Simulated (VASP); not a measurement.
## Br: single point with HSE06

Br:

```xyz
4
Lattice="3.3632 -2.3226 0.0000 3.3632 2.3226 0.0000 0.0000 0.0000 8.7023" Properties=species:S:1:pos:R:3 pbc="T T T"
Br    3.3632    0.6266    3.3948
Br    3.3632    1.6959    7.7459
Br    3.3632   -0.6266    5.3075
Br    3.3632   -1.6959    0.9564
```

- Program: VASP 6.6.1
- Task: single point
- Functional: HSE06
- Potentials or basis: VASP PAW PBE potentials, release 64 (Br)
- Cutoff: 520 eV
- k mesh: 4 × 4 × 2
- Occupations: fermi-dirac, width 0.05 eV
- Spin: no spin polarisation
- Dipole correction: no
- Grid for exact exchange (PRECFOCK): Normal
- Further INCAR settings: ALGO = Normal; EDIFF = 1e-06; NBANDS = 22
- Share of exact exchange: 0.25
- Screening parameter: 0.2079 1/Å

| Quantity | Value |
| --- | --- |
| Pressure | 0.8 GPa |
| Largest force | 0.157 eV/Å |
| Band gap on the k mesh | 3.10 eV (least direct gap 3.22 eV) |

Forces on the atoms (eV/Å):
```
Br   0.000  0.056 -0.147
Br   0.000 -0.056 -0.147
Br   0.000 -0.056  0.147
Br   0.000  0.056  0.147
```

Stress tensor (GPa, compression positive):
```
0.99 0.00 0.00
0.00 0.54 0.00
0.00 0.00 0.80
```

Levels at points of the mesh, in eV from the valence-band top:
| k point | band 12 | band 13 | band 14 | band 15 | band 16 | band 17 |
| --- | --- | --- | --- | --- | --- | --- |
| (0.00, 0.00, 0.00) | -0.38 | -0.16 | -0.12 | 3.10 | 3.94 | 7.16 |
| (0.50, 0.00, 0.00) | -0.83 | -0.28 | -0.28 | 3.75 | 3.75 | 8.32 |
| (0.50, 0.50, 0.00) | -1.22 | -0.43 | -0.09 | 3.17 | 3.58 | 8.50 |
| (0.00, 0.00, 0.50) | -0.86 | -0.14 | -0.14 | 3.34 | 3.34 | 7.93 |
| (0.50, 0.00, 0.50) | -0.61 | 0.00 | 0.00 | 3.52 | 3.52 | 8.65 |
| (0.50, 0.50, 0.50) | -0.96 | -0.72 | -0.72 | 3.24 | 3.24 | 9.25 |

Run time: 43 min on 1 thread of Intel Xeon 8259CL, with other jobs on the host, peak memory 0.38 GiB.

Caveat: this functional lacks dispersion, which holds the molecules together, so the pressure and a relaxed volume are unreliable; the PAW data sets were made with another functional, which shifts forces and pressure a little. A k mesh can miss the band edges.
